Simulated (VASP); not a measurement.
Runs of VASP 6.6.1 on La. It takes space group P6_3/mmc (No. 194, hexagonal). The conventional cell has a = 3.600 Å, b = 3.600 Å, c = 11.552 Å, α = 90.00°, β = 90.00°, γ = 120.00°. Within 4.7 Å of La (site symmetry -3m) lie 12 La at 3.56 to 3.60 Å. Within 4.7 Å of La (site symmetry -6m2) lie 12 La at 3.56 to 3.60 Å. 

```tsv
k mesh	smearing	gap on the mesh (eV)	pressure (GPa)
4 × 4 × 1	fermi-dirac 0.1 eV	none	-0.8
8 × 8 × 3	fermi-dirac 0.1 eV	none	-0.2
3 × 3 × 1	fermi-dirac 0.1 eV	none	-3.0
5 × 5 × 2	fermi-dirac 0.1 eV	none	0.3
10 × 10 × 3	fermi-dirac 0.6 eV	none	(a)
2 × 2 × 1	fermi-dirac 0.1 eV	none	-7.4
10 × 10 × 3	fermi-dirac 0.2 eV	none	(b)
6 × 6 × 2	fermi-dirac 0.1 eV	none	-0.1
10 × 10 × 3	fermi-dirac 0.1 eV	none	-0.1
10 × 10 × 3	fermi-dirac 0.03 eV	none	-0.2
10 × 10 × 3	fermi-dirac 0.01 eV	none	-0.2
```

Alike in all rows: task single point; level LDA; potentials or basis VASP PAW LDA potentials, release 64 (La); no spin polarisation; cell as given; cutoff (eV) 520.

Problem. Fill in the values left out.

Solution. (a) 2.9; (b) 0.2.

Caveats: some runs use coarse meshes; spin-orbit coupling is left out, which moves the levels of the heavy elements.

A k mesh can miss the band edges, and the runs leave out spin-orbit coupling on La.

A gap of «none» marks levels without a gap at the run's occupations.
